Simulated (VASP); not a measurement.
# Nb (Im-3m) in VASP: a series of runs

Runs on Nb. Level: PBE. Tasks: relaxation of cell and atoms.

Program: VASP 6.6.1. These are calculated values, not measurements. Logs are shortened: lines on timing, memory, paths and dates and some standing lists are left out, and cuts for length are marked.

**1. The cell of the first run**

The structure is cubic, space group Im-3m (No. 229). Conventional cell: a = 3.328 Å, b = 3.328 Å, c = 3.328 Å, α = 90.00°, β = 90.00°, γ = 90.00°. Nb (site symmetry m-3m) has 14 Nb at 2.88 to 3.33 Å within 3.8 Å.

**2. Relaxation of cell and atoms, PBE, target pressure 30 GPa, at which the enthalpy is minimised**

Contents of INCAR:

```
  ALGO = Normal
  EDIFF = 1E-6
  EDIFFG = -0.03
  ENCUT = 600
  GGA = PE
  IBRION = 2
  ISIF = 3
  ISMEAR = -1
  LASPH = True
  LCHARG = False
  LREAL = False
  LWAVE = False
  NELM = 80
  NSW = 80
  PREC = Accurate
  PSTRESS = 300.0
  SIGMA = 0.1
```

Contents of KPOINTS:

```
k-points
0
Gamma
  20 20 20
```

Contents of POSCAR:

```
Nb
1.0
   -1.6639500000      1.6639500000      1.6639500000
    1.6639500000     -1.6639500000      1.6639500000
    1.6639500000      1.6639500000     -1.6639500000
Nb
1
Direct
    0.0000000000      0.0000000000      0.0000000000
```

Potentials or basis: VASP PAW PBE potentials, release 64 (Nb_sv).

Run with:

```
$ cat potpaw_PBE.64/Nb_sv/POTCAR > POTCAR
$ mpirun -np 1 vasp_std > vasp.out
```

OUTCAR:

```text
EDIFF = 1E-6
   EDIFFG = -0.03
   ENCUT = 600
   GGA = PE
   IBRION = 2
   ISIF = 3
   ISMEAR = -1
   LASPH = True
   LREAL = False
   NELM = 80
   NSW = 80
   PREC = Accurate
   PSTRESS = 300.0

 ion  position               nearest neighbor table
   1  0.000  0.000  0.000-

  LATTYP: Found a body centered cubic cell.
 ALAT       =     3.3279000000

  Lattice vectors:

 A1 = (  -1.6639500000,   1.6639500000,   1.6639500000)
 A2 = (   1.6639500000,  -1.6639500000,   1.6639500000)
 A3 = (   1.6639500000,   1.6639500000,  -1.6639500000)

Analysis of symmetry for initial positions (statically):
=====================================================================
 Subroutine PRICEL returns:
 Original cell was already a primitive cell.

 Routine SETGRP: Setting up the symmetry group for a
 body centered cubic supercell.

 Subroutine GETGRP returns: Found 48 space group operations
 (whereof 48 operations were pure point group operations)
 out of a pool of 48 trial point group operations.

The static configuration has the point symmetry O_h .

Analysis of symmetry for dynamics (positions and initial velocities):
=====================================================================
 Subroutine PRICEL returns:
 Original cell was already a primitive cell.

 Routine SETGRP: Setting up the symmetry group for a
 body centered cubic supercell.

 Subroutine GETGRP returns: Found 48 space group operations
 (whereof 48 operations were pure point group operations)
 out of a pool of 48 trial point group operations.

The dynamic configuration has the point symmetry O_h .

 Subroutine INISYM returns: Found 48 space group operations
 (whereof 48 operations are pure point group operations),
 and found     1 'primitive' translations

----------------------------------------------------------------------------------------

                                     Primitive cell

  volume of cell :      18.4281

  direct lattice vectors                    reciprocal lattice vectors
    -1.663950000  1.663950000  1.663950000     0.000000000  0.300489798  0.300489798
     1.663950000 -1.663950000  1.663950000     0.300489798  0.000000000  0.300489798
     1.663950000  1.663950000 -1.663950000     0.300489798  0.300489798  0.000000000

  length of vectors
     2.882045941  2.882045941  2.882045941     0.424956748  0.424956748  0.424956748

  position of ions in fractional coordinates (direct lattice)
     0.000000000  0.000000000  0.000000000

  ion indices of the primitive-cell ions
   primitive index   ion index
                 1           1

----------------------------------------------------------------------------------------

 KPOINTS: k-points

Automatic generation of k-mesh.
 Grid dimensions read from file:
 generate k-points for:   20   20   20

 Generating k-lattice:

  Cartesian coordinates                     Fractional coordinates (reciprocal lattice)
     0.000000000  0.015024490  0.015024490     0.050000000  0.000000000  0.000000000
     0.015024490  0.000000000  0.015024490     0.000000000  0.050000000  0.000000000
     0.015024490  0.015024490  0.000000000     0.000000000  0.000000000  0.050000000

  Length of vectors
     0.021247837  0.021247837  0.021247837

  Shift w.r.t. Gamma in fractional coordinates (k-lattice)
     0.000000000  0.000000000  0.000000000

 Subroutine IBZKPT returns following result:
 ===========================================

 Found    256 irreducible k-points:

 Following reciprocal coordinates:
            Coordinates               Weight
  0.000000  0.000000  0.000000      1.000000
  0.050000  0.000000  0.000000     12.000000
  0.100000  0.000000  0.000000     12.000000
  0.150000  0.000000  0.000000     12.000000
  0.200000  0.000000  0.000000     12.000000
  0.250000  0.000000  0.000000     12.000000
[... 16 lines left out ...]
  0.200000  0.100000  0.000000     48.000000
  0.250000  0.100000  0.000000     48.000000
 [... further k-points ...]
   k-points           NKPTS =    256   k-points in BZ     NKDIM =    256   number of bands    NBANDS=     10
   number of dos      NEDOS =    301   number of ions     NIONS =      1
   total plane-waves  NPLWV =  13824
   dimension x,y,z NGX =    24 NGY =   24 NGZ =   24
   dimension x,y,z NGXF=    48 NGYF=   48 NGZF=   48
   ions per type =               1
   NGX,Y,Z   is equivalent  to a cutoff of  13.84, 13.84, 13.84 a.u.
   NGXF,Y,Z  is equivalent  to a cutoff of  27.69, 27.69, 27.69 a.u.
 SYSTEM =  unknown system
   PREC   = accura    normal or accurate (medium, high low for compatibility)
   ISTART =      0    job   : 0-new  1-cont  2-samecut
   ICHARG =      2    charge: 1-file 2-atom 10-const
   ISPIN  =      1    spin polarized calculation?
   LNONCOLLINEAR =      F non collinear calculations
   LSORBIT =      F    spin-orbit coupling
   LASPH  =      T    aspherical Exc in radial PAW
   ENCUT  =  600.0 eV  44.10 Ry    6.64 a.u.   5.76  5.76  5.76*2*pi/ulx,y,z
   NELM   =     80;   NELMIN=  2; NELMDL= -5     # of ELM steps
   EDIFF  = 0.1E-05   stopping-criterion for ELM
   LREAL  =      F    real-space projection
   EDIFFG = -.3E-01   stopping-criterion for IOM
   NSW    =     80    number of steps for IOM
   IBRION =      2    ionic relax: 0-MD 1-quasi-New 2-CG
   NFREE  =      1    steps in history (QN), initial steepest desc. (CG)
   ISIF   =      3    stress and relaxation
   ISYM   =      2    0-nonsym 1-usesym 2-fastsym
   POTIM  = 0.5000    time-step for ionic-motion
   TEBEG  =    0.0;   TEEND  =   0.0 temperature during run
   PSTRESS=  300.0 pullay stress
   NELECT =      13.0000    total number of electrons
   NUPDOWN=      -1.0000    fix difference up-down
   EMIN   =  10.00;   EMAX   =-10.00  energy-range for DOS
   EFERMI =   0.00;   METHOD = LEGACY
   ISMEAR =    -1;   SIGMA  =   0.10  broadening in eV -4-tet -1-fermi 0-gaus
   EFERMI_NEDOS =   21; number of points for ismear=-14 and -15
   IALGO  =     38    algorithm
   IMIX   =      4    mixing-type and parameters
     AMIX     =   0.40;   BMIX     =  1.00
     AMIX_MAG =   1.60;   BMIX_MAG =  1.00
  volume/ion in A,a.u.               =      18.43       124.36
  Fermi-wavevector in a.u.,A,eV,Ry     =   1.457345  2.753983 28.896790  2.123854
  Thomas-Fermi vector in A             =   2.574157
   LORBIT       =      0    0 simple, 1 ext, 2 COOP (PROOUT), +10 PAW based schemes
   GGA     = PE    functional components
   LHFCALC =     F    Hartree Fock is set to
   AEXX    =    0.0000 exact exchange contribution
   IVDW    =     0    specifies the selected vdW correction
   LEPSILON=     F    determine dielectric tensor
   LRPA    =     F    only Hartree local field effects (RPA)
 conjugate gradient relaxation of ions
 non-spin polarized calculation
  energy-cutoff  :      600.00
  volume of cell :       18.43
 maximum number of plane-waves:       632
   NGX = 11   NGY = 11   NGZ = 11

--------------------------------------- Ionic step        1  -------------------------------------------

 number of electron      12.9999999 magnetization

 Free energy of the ion-electron system (eV)
  ---------------------------------------------------
  ext. energy  EPLUGINS =         0.00000000
  ---------------------------------------------------
  free energy    TOTEN  =       -10.23819031 eV

  energy without entropy =      -10.18824601  energy(sigma->0) =      -10.21321816

------------------------ aborting loop because EDIFF is reached ----------------------------------------

  FORCE on cell =-STRESS in cart. coord.  units (eV):
  Direction    XX          YY          ZZ          XY          YZ          ZX
  --------------------------------------------------------------------------------------
  -------------------------------------------------------------------------------------
  Total       -0.3175405     -0.3175405     -0.3175405      0.0000000     -0.0000000     -0.0000000
  in kB      -27.6076185    -27.6076185    -27.6076185      0.0000000     -0.0000000     -0.0000000
  external PRESSURE =    -327.6076185 kB  Pullay stress =     300.0000000 kB
[... 133 lines left out ...]
  enthalpy is  TOTEN    =        -7.0869240933 eV   P V=        2.9815188736

--------------------------------------- Ionic step        5  -------------------------------------------

 number of electron      13.0000000 magnetization

 Free energy of the ion-electron system (eV)
  ---------------------------------------------------
  ext. energy  EPLUGINS =         0.00000000
  ---------------------------------------------------
  free energy    TOTEN  =       -10.04598472 eV

  energy without entropy =      -10.00437344  energy(sigma->0) =      -10.02517908

 E-fermi :  13.1415     XC(G=0): -13.1929

 val. band max:       13.1311804239   @ k =  -0.3500   0.5000   0.2000
 cond. band min:      13.1606723052   @ k =  -0.3500   0.3500   0.1000
 fundamental gap:      0.0294918813
 Fermi energy:        13.1415499992

 k-point     1 :       0.0000    0.0000    0.0000
  band No.  band energies     occupation
      1     -41.1408      2.00000
      2     -16.0867      2.00000
      3     -16.0867      2.00000
      4     -16.0867      2.00000
      5       6.9831      2.00000
      6      13.4188      0.11769
      7      13.4188      0.11769
      8      13.4188      0.11769
      9      16.7845      0.00000
     10      16.7845      0.00000
[... 287 lines left out ...]
 k-point    24 :       0.2500    0.1000    0.0000
  band No.  band energies     occupation
      1     -40.8584      2.00000
      2     -17.4673      2.00000
      3     -16.5300      2.00000
      4     -16.1735      2.00000
      5       9.5671      2.00000
      6      11.7422      2.00000
      7      12.8968      1.84079
      8      16.0715      0.00000
      9      17.4602      0.00000
     10      17.8688      0.00000

 [... further k-points ...]
[... 5 lines left out ...]
  --------------------------------------------------------------------------------------
  -------------------------------------------------------------------------------------
  Total        2.9599510      2.9599510      2.9599510      0.0000000      0.0000000      0.0000000
  in kB      300.1740480    300.1740480    300.1740480      0.0000000      0.0000000      0.0000000
  external PRESSURE =       0.1740480 kB  Pullay stress =     300.0000000 kB
[... 16 lines left out ...]
  FREE ENERGIE OF THE ION-ELECTRON SYSTEM (eV)
  ---------------------------------------------------
  free  energy   TOTEN  =       -10.0459847178 eV

  energy  without entropy=      -10.0043734403  energy(sigma->0) =      -10.02517908

  enthalpy is  TOTEN    =        -7.0877499841 eV   P V=        2.9582347337

 reached required accuracy - stopping structural energy minimisation
```

Wall time 58 s (1 thread of Intel Xeon 6975P-C (Granite Rapids), shared host); peak memory 0.2 GiB.

Results:

```yaml
Free_energy: -10.0460 eV
Relaxed_volume: 15.80 Å³/atom
Relaxed_cell: a = 2.738 Å, b = 2.738 Å, c = 2.738 Å, α = 109.47°, β = 109.47°, γ = 109.47°
Space_group_after_relaxing_to_0.05_Å: Im-3m (No. 229)
Energy_change_on_relaxing_the_enthalpy_is_what_falls: +192.2 meV/atom
Ionic_steps: 5
Pressure_after_relaxing: 30.0 GPa
```

The path:
```tsv
step	energy change (eV)	largest force (eV/Å)	pressure (GPa)	volume (Å³)
1	0.0000	0.0000	-2.76	18.43
2	4.5760	0.0000	295.01	10.09
3	0.1280	0.0000	23.65	16.18
4	0.1697	0.0000	27.88	15.92
5	0.1922	0.0000	30.02	15.80
```

Final structure:
```
Nb
1.0
    -1.58072    1.58072    1.58072
     1.58072   -1.58072    1.58072
     1.58072    1.58072   -1.58072
Nb
1
Direct
  0.00000 0.00000 0.00000
```

Caveat: the cell is relaxed towards a set pressure, so the enthalpy falls and the energy may rise.

**3. Relaxation of cell and atoms, PBE, target pressure 45 GPa, at which the enthalpy is minimised**

Contents of INCAR:

```
ALGO = Normal
EDIFF = 1E-6
EDIFFG = -0.03
ENCUT = 600
GGA = PE
IBRION = 2
ISIF = 3
ISMEAR = -1
LASPH = T
LCHARG = F
LREAL = F
LWAVE = F
NELM = 60
NSW = 80
PREC = Accurate
PSTRESS = 450.0
SIGMA = 0.1
```

KPOINTS is that of step 2.

POSCAR is that of step 2.

Potentials or basis: VASP PAW PBE potentials, release 64 (Nb_sv).

Run with:

```
$ cat potpaw_PBE.64/Nb_sv/POTCAR > POTCAR
$ mpirun -np 1 vasp_std > vasp.out
```

Wall time 59 s (1 thread of Intel Xeon 6975P-C (Granite Rapids), shared host); peak memory 0.2 GiB.

It converged, with:

```
Free energy                                            : -9.8638 eV
Relaxed volume                                         : 15.02 Å³/atom
Relaxed cell                                           : a = 2.692 Å, b = 2.692 Å, c = 2.692 Å, α = 109.47°, β = 109.47°, γ = 109.47°
Space group after relaxing (to 0.05 Å)                 : Im-3m (No. 229)
Energy change on relaxing (the enthalpy is what falls) : +374.4 meV/atom
Ionic steps                                            : 5
Pressure after relaxing                                : 45.1 GPa
```

Step by step:
```csv
step,energy change (eV),largest force (eV/Å),pressure (GPa),volume (Å³)
1,0.0000,0.0000,-2.76,18.43
2,13.5251,0.0000,850.51,7.32
3,0.1821,0.0000,29.06,15.85
4,0.2727,0.0000,37.07,15.41
5,0.3744,0.0000,45.14,15.02
```

Final structure:
```yaml
crystal:
  lattice:
    - [-1.55418, 1.55418, 1.55418]
    - [1.55418, -1.55418, 1.55418]
    - [1.55418, 1.55418, -1.55418]
  atoms:
    - { symbol: Nb, position: [0.00000, 0.00000, 0.00000] }
```

Levels at points of the mesh, in eV from the Fermi level:
```
           k point  band 4  band 5  band 6  band 7  band 8  band 9  band 10
(0.00, 0.00, 0.00)  -29.05   -6.20    0.23    0.23    0.23    3.78     3.78
(0.50, 0.00, 0.00)  -29.09   -4.59   -2.33    3.37    3.97    4.81     7.95
(0.50, 0.50, 0.50)  -30.61   -4.96   -4.96    6.91    6.91    6.91    10.77
```

Caveat: the cell is relaxed towards a set pressure, so the enthalpy falls and the energy may rise; the volume moved by over 15 % at a fixed basis, so the end points are rough.
